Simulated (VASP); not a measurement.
Input of a VASP 6.6.1 run:

File INCAR:

```
PREC = Accurate ; ENCUT = 520
EDIFF = 1E-7 ; ISMEAR = 0
SIGMA = 0.05 ; LREAL = False
LASPH = True ; NELM = 150
ALGO = Normal ; ISIF = 2
LWAVE = False ; LCHARG = False
ISPIN = 2 ; MAGMOM = 2 0
LORBIT = 11 ; LMAXMIX = 4
LDAU = True ; LDAUTYPE = 1
LDAUL = 2 -1 ; LDAUU = 7 0
LDAUJ = 0.9 0 ; LDAUPRINT = 1
GGA = PE ; NBANDS = 19
```

File KPOINTS:

```
regular mesh
0
Gamma
  5 5 5
```

The input POSCAR:

```
PtSe
1.0
    0.0000000000      3.0374472300      3.0374472300
    3.0374472300      0.0000000000      3.0374472300
    3.0374472300      3.0374472300      0.0000000000
Pt Se
1 1
Direct
    0.0000000000      0.0000000000      0.0000000000
    0.2500000000      0.2500000000      0.2500000000
```

Potentials or basis: VASP PAW PBE potentials, release 64 (Pt, Se).

Launch:

```bash
$ cat potpaw_PBE.64/Pt/POTCAR potpaw_PBE.64/Se/POTCAR > POTCAR
$ mpirun -np 1 vasp_std > vasp.out
```

Problem. Predict the net moment.

Solution. 0.88 μB per cell.

Problem. What does it give for the pressure?

Solution. -12.1 GPa.

Problem. Predict the site moments.

Solution. Pt +0.57; Se +0.20 μB.

Eigenvalues of the final occupation matrices:
```
    site  spin  trace               eigenvalues
site 1 d     1   4.60  0.91 0.91 0.91 0.94 0.94
site 1 d     2   4.09  0.75 0.75 0.75 0.91 0.91
```

Caveat: spin-orbit coupling is left out, which moves the levels of the heavy elements. The state reached can hang on the start; a lower one may exist.
